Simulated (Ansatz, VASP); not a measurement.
## K2ICl in VASP and in Ansatz

```
Cl I K
1.0
     2.38899    1.37928    7.88167
    -2.38899    1.37928    7.88167
     0.00000   -2.75856    7.88167
Cl I K
1 1 2
Direct
  0.00000 0.00000 0.00000
  0.50000 0.50000 0.50000
  0.25937 0.25937 0.25937
  0.74063 0.74063 0.74063
```

Alike in both runs: task single point; functional PBE; k mesh 6 × 6 × 6; no spin polarisation.

|  | VASP | Ansatz |
| --- | --- | --- |
| version | VASP 6.6.1 | Ansatz 0.2.0 |
| potentials or method | VASP PAW PBE potentials, release 64 (Cl, I, K_sv) | plane waves, PAW |
| plane-wave cutoff (eV) | 520 | 420 |
| occupations | gaussian, width 0.01 eV | fixed |
| valence electrons in the cell | 32 | 42 |

```csv
,VASP,Ansatz,Ansatz less VASP
gap on the k mesh at the Fermi level (eV),3.74,3.74,+0.002
pressure (GPa),0.0,0.0,-0.02
```

VASP's potentials hold 32 valence electrons a cell and Ansatz's 42, so a difference there can come from the potentials and not from the codes.

Spin-orbit coupling is off throughout.
